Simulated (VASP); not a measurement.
Set up this calculation in VASP 6.6.1, as the native input.

| Property | Result |
| --- | --- |
| Task | single point |
| Functional | PBE |
| Potentials or basis | VASP PAW PBE potentials, release 64 (S) |
| Cutoff | 520 eV |
| k mesh | 14 × 14 × 14 |
| Occupations | fermi-dirac, width 0.1 eV |
| Spin | no spin polarisation |
| Dipole correction | no |
| Further INCAR settings | ALGO = Normal; EDIFF = 1e-06; NBANDS = 9 |

The structure of S lies in POSCAR:

```
S
1.0
    2.0492619152      0.0000000000      0.0000000000
    0.0000000000      2.0492619152      0.0000000000
    0.0000000000      0.0000000000      2.0492619152
S
1
Direct
    0.0000000000      0.0000000000      0.0000000000
```

This cell differs from its parent crystal: volume scaled by 0.5.

One way to write it, as run:

INCAR

```
SYSTEM = S
PREC = Accurate ; ENCUT = 520
EDIFF = 1E-6 ; ISMEAR = -1
SIGMA = 0.1 ; LREAL = .FALSE.
LASPH = .TRUE. ; NELM = 100
ALGO = Normal ; ISIF = 2
LWAVE = .FALSE. ; LCHARG = .FALSE.
GGA = PE ; NBANDS = 9
```

KPOINTS

```
Automatic mesh
0
G
  14 14 14
  0 0 0
```

Potentials or basis: VASP PAW PBE potentials, release 64 (S).

Launch:

```bash
$ cat potpaw_PBE.64/S/POTCAR > POTCAR
$ mpirun -np 1 vasp_std > vasp.out
```

It gave:

- Pressure: 155.2 GPa
- Band gap on the k mesh: zero (band 3 reaches 27.72 eV, above the bottom of band 4 at 15.99 eV)

Wall time 2 s on 1 thread of Intel(R) Xeon(R) 6975P-C (Granite Rapids), with other jobs on the host, peak memory 0.11 GiB.
